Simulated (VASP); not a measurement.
# InGaP2 (P-4m2) in VASP: settings compared, part 2 of 2

VASP 6.6.1.

### Step 3. Relaxation of the atoms, PBEsol

INCAR reads:

```
PREC = Accurate
ENCUT = 520
EDIFF = 1E-7
ISMEAR = 0
SIGMA = 0.01
LREAL = False
LASPH = True
NELM = 100
ALGO = Normal
ISIF = 2
LWAVE = False
LCHARG = False
GGA = PS
IBRION = 2
NSW = 100
EDIFFG = -0.005
```

KPOINTS reads:

```
regular mesh
0
Gamma
  8 8 6
```

POSCAR reads:

```
InGaP2
1.0
    3.9972746340      0.0000000000      0.0000000000
    0.0000000000      3.9972746340      0.0000000000
    0.0000000000      0.0000000000      5.6530000000
Ga P In
1 2 1
Direct
    0.0000000000      0.0000000000      0.0000000000
    0.5000000000      0.0000000000      0.2500000000
    0.0000000000      0.5000000000      0.7500000000
    0.5000000000      0.5000000000      0.5000000000
```

Potentials or basis: VASP PAW PBE potentials, release 64 (Ga_d, P, In_d).

Launch:

```sh
> cat potpaw_PBE.64/Ga_d/POTCAR potpaw_PBE.64/P/POTCAR potpaw_PBE.64/In_d/POTCAR > POTCAR
> mpirun -np 1 vasp_std > vasp.out
```

OUTCAR:

```text
PREC = Accurate
   ENCUT = 520
   EDIFF = 1E-7
   ISMEAR = 0
   LREAL = False
   LASPH = True
   NELM = 100
   ISIF = 2
   GGA = PS
   IBRION = 2
   NSW = 100
   EDIFFG = -0.005

 ion  position               nearest neighbor table
   1  0.000  0.000  0.000-   2 2.45   3 2.45   3 2.45   2 2.45
   2  0.500  0.000  0.250-   1 2.45   4 2.45   4 2.45   1 2.45
   3  0.000  0.500  0.750-   1 2.45   4 2.45   1 2.45   4 2.45
   4  0.500  0.500  0.500-   2 2.45   3 2.45   2 2.45   3 2.45

  LATTYP: Found a simple tetragonal cell.
 ALAT       =     3.9972746340
 C/A-ratio  =     1.4142135624

  Lattice vectors:

 A1 = (   3.9972746340,   0.0000000000,   0.0000000000)
 A2 = (   0.0000000000,   3.9972746340,   0.0000000000)
 A3 = (   0.0000000000,   0.0000000000,   5.6530000000)

Analysis of symmetry for initial positions (statically):
=====================================================================
 Subroutine PRICEL returns:
 Original cell was already a primitive cell.

 Routine SETGRP: Setting up the symmetry group for a
 simple tetragonal supercell.

 Subroutine GETGRP returns: Found  8 space group operations
 (whereof  8 operations were pure point group operations)
 out of a pool of 16 trial point group operations.

The static configuration has the point symmetry D_2d.

Analysis of symmetry for dynamics (positions and initial velocities):
=====================================================================
 Subroutine PRICEL returns:
 Original cell was already a primitive cell.

 Routine SETGRP: Setting up the symmetry group for a
 simple tetragonal supercell.

 Subroutine GETGRP returns: Found  8 space group operations
 (whereof  8 operations were pure point group operations)
 out of a pool of 16 trial point group operations.

The dynamic configuration has the point symmetry D_2d.

 Subroutine INISYM returns: Found  8 space group operations
 (whereof  8 operations are pure point group operations),
 and found     1 'primitive' translations

----------------------------------------------------------------------------------------

                                     Primitive cell

  volume of cell :      90.3248

  direct lattice vectors                    reciprocal lattice vectors
     3.997274634  0.000000000  0.000000000     0.250170452  0.000000000  0.000000000
     0.000000000  3.997274634  0.000000000     0.000000000  0.250170452  0.000000000
     0.000000000  0.000000000  5.653000000     0.000000000  0.000000000  0.176897223

  length of vectors
     3.997274634  3.997274634  5.653000000     0.250170452  0.250170452  0.176897223

  position of ions in fractional coordinates (direct lattice)
     0.000000000  0.000000000  0.000000000
     0.500000000  0.000000000  0.250000000
     0.000000000  0.500000000  0.750000000
     0.500000000  0.500000000  0.500000000

  ion indices of the primitive-cell ions
   primitive index   ion index
                 1           1
                 2           2
                 3           3
                 4           4

----------------------------------------------------------------------------------------

[... 26 lines left out ...]
  0.000000  0.000000  0.000000      1.000000
  0.125000  0.000000  0.000000      4.000000
  0.250000  0.000000  0.000000      4.000000
  0.375000  0.000000  0.000000      4.000000
  0.500000  0.000000  0.000000      2.000000
  0.125000  0.125000  0.000000      4.000000
[... 16 lines left out ...]
  0.375000  0.125000  0.166667     16.000000
  0.500000  0.125000  0.166667      8.000000
 [... further k-points ...]
   k-points           NKPTS =     60   k-points in BZ     NKDIM =     60   number of bands    NBANDS=     22
   number of dos      NEDOS =    301   number of ions     NIONS =      4
   total plane-waves  NPLWV =  37800
   dimension x,y,z NGX =    30 NGY =   30 NGZ =   42
   dimension x,y,z NGXF=    60 NGYF=   60 NGZF=   84
   ions per type =               1   2   1
   NGX,Y,Z   is equivalent  to a cutoff of  12.48, 12.48, 12.35 a.u.
   NGXF,Y,Z  is equivalent  to a cutoff of  24.95, 24.95, 24.70 a.u.
 SYSTEM =  unknown system
   PREC   = accura    normal or accurate (medium, high low for compatibility)
   ISTART =      0    job   : 0-new  1-cont  2-samecut
   ICHARG =      2    charge: 1-file 2-atom 10-const
   ISPIN  =      1    spin polarized calculation?
   LNONCOLLINEAR =      F non collinear calculations
   LSORBIT =      F    spin-orbit coupling
   LASPH  =      T    aspherical Exc in radial PAW
   ENCUT  =  520.0 eV  38.22 Ry    6.18 a.u.   7.43  7.43 10.51*2*pi/ulx,y,z
   NELM   =    100;   NELMIN=  2; NELMDL= -5     # of ELM steps
   EDIFF  = 0.1E-06   stopping-criterion for ELM
   LREAL  =      F    real-space projection
   EDIFFG = -.5E-02   stopping-criterion for IOM
   NSW    =    100    number of steps for IOM
   IBRION =      2    ionic relax: 0-MD 1-quasi-New 2-CG
   NFREE  =      1    steps in history (QN), initial steepest desc. (CG)
   ISIF   =      2    stress and relaxation
   ISYM   =      2    0-nonsym 1-usesym 2-fastsym
   POTIM  = 0.5000    time-step for ionic-motion
   TEBEG  =    0.0;   TEEND  =   0.0 temperature during run
   PSTRESS=    0.0 pullay stress
   NELECT =      36.0000    total number of electrons
   NUPDOWN=      -1.0000    fix difference up-down
   EMIN   =  10.00;   EMAX   =-10.00  energy-range for DOS
   EFERMI =   0.00;   METHOD = LEGACY
   ISMEAR =     0;   SIGMA  =   0.01  broadening in eV -4-tet -1-fermi 0-gaus
   EFERMI_NEDOS =   21; number of points for ismear=-14 and -15
   IALGO  =     38    algorithm
   IMIX   =      4    mixing-type and parameters
     AMIX     =   0.40;   BMIX     =  1.00
     AMIX_MAG =   1.60;   BMIX_MAG =  1.00
  volume/ion in A,a.u.               =      22.58       152.39
  Fermi-wavevector in a.u.,A,eV,Ry     =   1.204777  2.276698 19.748689  1.451488
  Thomas-Fermi vector in A             =   2.340492
   LORBIT       =      0    0 simple, 1 ext, 2 COOP (PROOUT), +10 PAW based schemes
   GGA     = PS    functional components
   LHFCALC =     F    Hartree Fock is set to
   AEXX    =    0.0000 exact exchange contribution
   IVDW    =     0    specifies the selected vdW correction
   LEPSILON=     F    determine dielectric tensor
   LRPA    =     F    only Hartree local field effects (RPA)
 conjugate gradient relaxation of ions
 non-spin polarized calculation
 Gauss-broadening in eV      SIGMA  =   0.01
  energy-cutoff  :      520.00
  volume of cell :       90.32
 maximum number of plane-waves:      2486
 NGX is ok and might be reduce to    30
   NGX = 15   NGY = 15   NGZ = 21

--------------------------------------- Ionic step        1  -------------------------------------------

 number of electron      35.9999999 magnetization

 Free energy of the ion-electron system (eV)
  ---------------------------------------------------
  ext. energy  EPLUGINS =         0.00000000
  ---------------------------------------------------
  free energy    TOTEN  =       -18.79195956 eV

  energy without entropy =      -18.79195956  energy(sigma->0) =      -18.79195956

------------------------ aborting loop because EDIFF is reached ----------------------------------------

  FORCE on cell =-STRESS in cart. coord.  units (eV):
  Direction    XX          YY          ZZ          XY          YZ          ZX
  --------------------------------------------------------------------------------------
  -------------------------------------------------------------------------------------
  Total        0.7260271      0.7260271      0.6328565      0.0000000      0.0000000      0.0000000
  in kB       12.8782373     12.8782373     11.2255820      0.0000000      0.0000000      0.0000000
  external PRESSURE =      12.3273522 kB  Pullay stress =       0.0000000 kB
[... 63 lines left out ...]
--------------------------------------- Ionic step        3  -------------------------------------------

 number of electron      36.0000001 magnetization

 Free energy of the ion-electron system (eV)
  ---------------------------------------------------
  ext. energy  EPLUGINS =         0.00000000
  ---------------------------------------------------
  free energy    TOTEN  =       -18.98064480 eV

  energy without entropy =      -18.98064480  energy(sigma->0) =      -18.98064480

 E-fermi :   5.0458     XC(G=0):  -9.7564

 val. band max:        4.9631678443   @ k =   0.0000   0.0000   0.0000
 cond. band min:       5.8891039073   @ k =   0.0000   0.0000   0.0000
 fundamental gap:      0.9259360630
 Fermi energy:         5.0458331803

 k-point     1 :       0.0000    0.0000    0.0000
  band No.  band energies     occupation
      1      -9.7344      2.00000
      2      -9.6517      2.00000
      3      -9.6517      2.00000
      4      -9.6101      2.00000
      5      -9.5627      2.00000
      6      -9.3205      2.00000
[... 589 lines left out ...]
     21       8.8193      0.00000
     22       9.4671      0.00000

 [... further k-points ...]
[... 5 lines left out ...]
  --------------------------------------------------------------------------------------
  -------------------------------------------------------------------------------------
  Total        0.0115841      0.0115841      0.2828850      0.0000000      0.0000000      0.0000000
  in kB        0.2054791      0.2054791      5.0178020      0.0000000      0.0000000      0.0000000
  external PRESSURE =       1.8095867 kB  Pullay stress =       0.0000000 kB
[... 19 lines left out ...]
  FREE ENERGIE OF THE ION-ELECTRON SYSTEM (eV)
  ---------------------------------------------------
  free  energy   TOTEN  =       -18.9806448011 eV

  energy  without entropy=      -18.9806448011  energy(sigma->0) =      -18.98064480

 reached required accuracy - stopping structural energy minimisation
```

OSZICAR:

```text
N       E                     dE             d eps       ncg     rms          rms(c)
DAV:   1     0.262725382709E+03    0.26273E+03   -0.17624E+04  2688   0.213E+03
DAV:   2     0.979937022107E+01   -0.25293E+03   -0.24822E+03  2748   0.452E+02
DAV:   3    -0.184043773778E+02   -0.28204E+02   -0.27764E+02  3180   0.145E+02
[... 29 lines left out ...]
DAV:   5    -0.189806455221E+02   -0.13907E-04   -0.16259E-04  3034   0.901E-02    0.229E-02
DAV:   6    -0.189806455079E+02    0.14152E-07   -0.95212E-06  4030   0.267E-02    0.148E-02
DAV:   7    -0.189806449203E+02    0.58760E-06   -0.55953E-06  3024   0.149E-02    0.208E-03
DAV:   8    -0.189806448130E+02    0.10736E-06   -0.77491E-07  2714   0.735E-03    0.938E-04
DAV:   9    -0.189806448011E+02    0.11827E-07   -0.11537E-07  2026   0.225E-03
   3 F= -.18980645E+02 E0= -.18980645E+02  d E =-.188685E+00
```

CONTCAR:

```text
InGaP2
   1.00000000000000
     3.9972746340000000    0.0000000000000000    0.0000000000000000
     0.0000000000000000    3.9972746340000000    0.0000000000000000
     0.0000000000000000    0.0000000000000000    5.6529999999999996
  Ga              P               In
     1     2     1
Direct
     0.0000000000000000    0.0000000000000000    0.0000000000000000
     0.5000000000000000    0.0000000000000000    0.2287999215606321
     0.0000000000000000    0.5000000000000000    0.7712000784393679
     0.5000000000000000    0.5000000000000000    0.5000000000000000

  0.00000000E+00  0.00000000E+00  0.00000000E+00
  0.00000000E+00  0.00000000E+00  0.00000000E+00
  0.00000000E+00  0.00000000E+00  0.00000000E+00
  0.00000000E+00  0.00000000E+00  0.00000000E+00
```

Run time: 2.6 min. Hardware: 1 thread of AMD EPYC 9R45 (Zen 5), shared host; peak memory 0.25 GiB.

Results:

```
Free energy                  : -18.9806 eV
Energy gained by relaxing    : 47.2 meV/atom
Ionic steps                  : 3
Pressure after relaxing      : 0.2 GPa
Largest force after relaxing : 0.005 eV/Å
Band gap on the k mesh       : 0.93 eV, direct
```

Forces on the atoms (eV/Å):
```
Ga   0.000  0.000  0.000
P    0.000  0.000 -0.005
P    0.000  0.000  0.005
In   0.000  0.000  0.000
```

The path:
```csv
step,energy change (eV),largest force (eV/Å),pressure (GPa)
1,0.0000,1.5736,1.23
2,-0.1632,0.5768,0.43
3,-0.1887,0.0047,0.18
```

Final structure:
```xyz
4
Lattice="3.9973 0.0000 0.0000 0.0000 3.9973 0.0000 0.0000 0.0000 5.6530" Properties=species:S:1:pos:R:3 pbc="T T T"
Ga    0.0000    0.0000    0.0000
P     1.9986    0.0000    1.2934
P     0.0000    1.9986    4.3596
In    1.9986    1.9986    2.8265
```

Levels at points of the mesh, in eV from the valence-band top:
```
           k point  band 15  band 16  band 17  band 18  band 19  band 20  band 21  band 22
(0.00, 0.00, 0.00)    -2.66    -0.17     0.00     0.00     0.93     1.61     1.95     3.92
(0.50, 0.00, 0.00)    -3.33    -3.05    -1.53    -0.87     2.37     3.53     4.86     5.21
(0.50, 0.50, 0.00)    -2.74    -2.56    -2.56    -2.36     1.54     1.54     1.74     2.11
(0.00, 0.00, 0.50)    -2.00    -2.00    -1.26    -1.26     1.99     2.04     3.23     3.68
(0.50, 0.00, 0.50)    -1.50    -1.10    -1.06    -0.76     1.14     1.67     4.32     4.63
(0.50, 0.50, 0.50)    -3.42    -3.29    -3.26    -3.26     4.40     4.40     4.50     4.62
```

Caveat: the PAW data sets were made with another functional, which shifts forces and pressure a little; spin-orbit coupling is left out, which moves the levels of the heavy elements.

### Step 4. Single point, r2SCAN

POSCAR reads:

```
InGaP2
1.0
    3.9972746340      0.0000000000      0.0000000000
    0.0000000000      3.9972746340      0.0000000000
    0.0000000000      0.0000000000      5.6530000000
Ga P In
1 2 1
Direct
    0.0000000000      0.0000000000      0.0000000000
    0.5000000000      0.0000000000      0.2287716601
    0.0000000000      0.5000000000      0.7712283399
    0.5000000000      0.5000000000      0.5000000000
```

INCAR.step1 reads:

```
ALGO = Normal ; EDIFF = 1E-4
ENCUT = 520 ; GGA = PE
ISMEAR = 0 ; LASPH = True
LCHARG = False ; LREAL = False
LWAVE = True ; NBANDS = 26
NELM = 100 ; PREC = Accurate
SIGMA = 0.01
```

INCAR.step2 reads:

```
ALGO = Normal ; EDIFF = 1E-6
ENCUT = 520 ; ISIF = 2
ISMEAR = 0 ; ISTART = 1
LASPH = True ; LCHARG = False
LMIXTAU = True ; LREAL = False
LWAVE = False ; METAGGA = R2SCAN
NBANDS = 26 ; NELM = 100
PREC = Accurate ; SIGMA = 0.01
```

KPOINTS reads:

```
k-points
0
Gamma
  8 8 6
```

Launch:

```sh
> cat potpaw_PBE.64/Ga_d/POTCAR potpaw_PBE.64/P/POTCAR potpaw_PBE.64/In_d/POTCAR > POTCAR
> cp INCAR.step1 INCAR
> mpirun -np 1 vasp_std > vasp.out
> cp INCAR.step2 INCAR
> mpirun -np 1 vasp_std > vasp.out
```

Wall time 5.1 min (1 thread of AMD EPYC 9R45 (Zen 5), shared host); peak memory 0.27 GiB.

It converged, with:

* Free energy: -53.6425 eV
* Pressure: 1.0 GPa
* Largest force: 0.015 eV/Å
* Band gap on the k mesh: 1.44 eV, direct

Forces on the atoms (eV/Å):
```
Ga   0.000  0.000  0.000
P    0.000  0.000 -0.015
P    0.000  0.000  0.015
In   0.000  0.000  0.000
```

Stress tensor (GPa, compression positive):
```
0.80 0.00 0.00
0.00 0.80 0.00
0.00 0.00 1.40
```

Levels at points of the mesh, in eV from the valence-band top:
```
           k point  band 15  band 16  band 17  band 18  band 19  band 20  band 21  band 22
(0.00, 0.00, 0.00)    -2.74    -0.15     0.00     0.00     1.44     1.97     2.38     4.31
(0.50, 0.00, 0.00)    -3.38    -3.09    -1.59    -0.89     2.76     4.02     5.35     5.72
(0.50, 0.50, 0.00)    -2.82    -2.63    -2.63    -2.42     1.92     1.92     2.14     2.48
(0.00, 0.00, 0.50)    -2.06    -2.06    -1.28    -1.28     2.37     2.41     3.72     4.15
(0.50, 0.00, 0.50)    -1.55    -1.13    -1.09    -0.78     1.55     2.16     4.72     5.03
(0.50, 0.50, 0.50)    -3.48    -3.37    -3.31    -3.31     4.81     4.81     4.94     5.10
```

Caveat: the PAW data sets were made with another functional, which shifts forces and pressure a little; spin-orbit coupling is left out, which moves the levels of the heavy elements. A k mesh can miss the band edges.

### Step 5. The runs side by side

| task | level | cell | gap on the mesh (eV) | pressure (GPa) |
| --- | --- | --- | --- | --- |
| single point | PBEsol | as given | 0.93 | 0.2 |
| relaxation of the atoms | PBEsol | atoms relaxed | 0.93 | 0.2 |
| single point | r2SCAN | as given | 1.44 | 1.0 |

Alike in all rows: potentials or basis VASP PAW PBE potentials, release 64 (Ga_d, P, In_d); no spin polarisation; k mesh 8 × 8 × 6; cutoff (eV) 520; smearing gaussian 0.01 eV.

Caveats: the PAW data sets were made with another functional, which shifts forces and pressure a little; spin-orbit coupling is left out, which moves the levels of the heavy elements.

Absolute energies hang on the potentials; compare differences alone.
